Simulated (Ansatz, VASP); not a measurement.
One calculation of Al, two programs

```xyz
1
Lattice="0.0000 2.0240 1.9633 2.0240 0.0000 1.9633 2.0240 2.0240 0.0000" Properties=species:S:1:pos:R:3 pbc="T T T"
Al    0.0000    0.0000    0.0000
```

Change from the starting cell: strain -0.0300 x Voigt [0, 0, 1, 0, 0, 0], atoms carried along.

Alike in both runs: task single point; functional r2SCAN; k mesh 20 × 20 × 20; occupations gaussian, width 0.2 eV; no spin polarisation.

```csv
,VASP,Ansatz
version,VASP 6.6.1,Ansatz 0.2.0
potentials or method,"VASP PAW PBE potentials, release 64 (Al), cutoff 520 eV","scalar-relativistic, plane waves, PAW"
valence electrons in the cell,3,3
```

```tsv
	VASP	Ansatz	Ansatz less VASP
gap on the k mesh at the Fermi level (eV)	none	none	-
pressure (GPa)	-1.2	-0.9	+0.31
traceless stress, the component that is largest in VASP (GPa)	1.17	1.17	+0.002
```

VASP's potentials were made for PBE, not for r2SCAN. A gap of «none» marks a metal or a gap that the smearing closes.
